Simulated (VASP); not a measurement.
Input of a VASP 6.6.1 run:

INCAR

```
  ALGO = Normal
  EDIFF = 1E-7
  EDIFFG = -0.002
  ENCUT = 520
  GGA = PE
  GGA_COMPAT = F
  IBRION = 2
  ISIF = 2
  ISMEAR = 0
  LASPH = T
  LCHARG = F
  LREAL = F
  LWAVE = F
  NELM = 120
  NELMIN = 4
  NSW = 60
  PREC = Accurate
  SIGMA = 0.02
```

File KPOINTS:

```
k-points
0
Gamma
  9 9 9
```

Contents of POSCAR:

```
SiC
1.0
   -0.0174408181      2.1943301427      2.1943301427
    2.1943301427     -0.0174408181      2.1943301427
    2.1943301427      2.1943301427     -0.0174408181
Si C
1 1
Direct
   -0.0003452088     -0.0003452088     -0.0003452088
    0.2503452088      0.2503452088      0.2503452088
```

Potentials or basis: VASP PAW PBE potentials, release 64 (Si, C).

Launch:

```sh
$ cat potpaw_PBE.64/Si/POTCAR potpaw_PBE.64/C/POTCAR > POTCAR
$ mpirun -np 1 vasp_std > vasp.out
```

(1) Estimate the band gap on the k mesh.

Results:

(1) 1.45 eV (least direct gap 4.51 eV).

Caveat: the cell differs from its parent crystal (strained cell); the relaxation stopped at its first step, so nothing moved; an odd mesh through Γ misses points on the zone boundary, where band edges can lie.
